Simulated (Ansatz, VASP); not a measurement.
One calculation of AlN, two programs

```
Al N
1.0
     3.11100    0.00000    0.00000
    -1.55550    2.69421    0.00000
     0.00000    0.00000    4.95111
Al N
2 2
Direct
  0.33333 0.66667 0.99956
  0.66667 0.33333 0.49956
  0.33333 0.66667 0.38244
  0.66667 0.33333 0.88244
```

Alike in both runs: functional r2SCAN; k mesh 8 × 8 × 5; occupations gaussian, width 0.05 eV; no spin polarisation.

Ansatz relaxed the structure, and its values are those at the end. VASP's run is a single point on that final structure, the one shown.

|  | VASP | Ansatz |
| --- | --- | --- |
| version | VASP 6.6.1 | Ansatz 0.2.0 |
| potentials or method | VASP PAW PBE potentials, release 64 (Al, N) | scalar-relativistic, plane waves, PAW |
| plane-wave cutoff (eV) | 520 | 500 |
| valence electrons in the cell | 16 | 16 |

|  | VASP | Ansatz | Ansatz less VASP |
| --- | --- | --- | --- |
| pressure (GPa) | 0.1 | 0.5 | +0.39 |

VASP's potentials were made for PBE, not for r2SCAN. Ansatz's warnings: stress scf threshold loose.
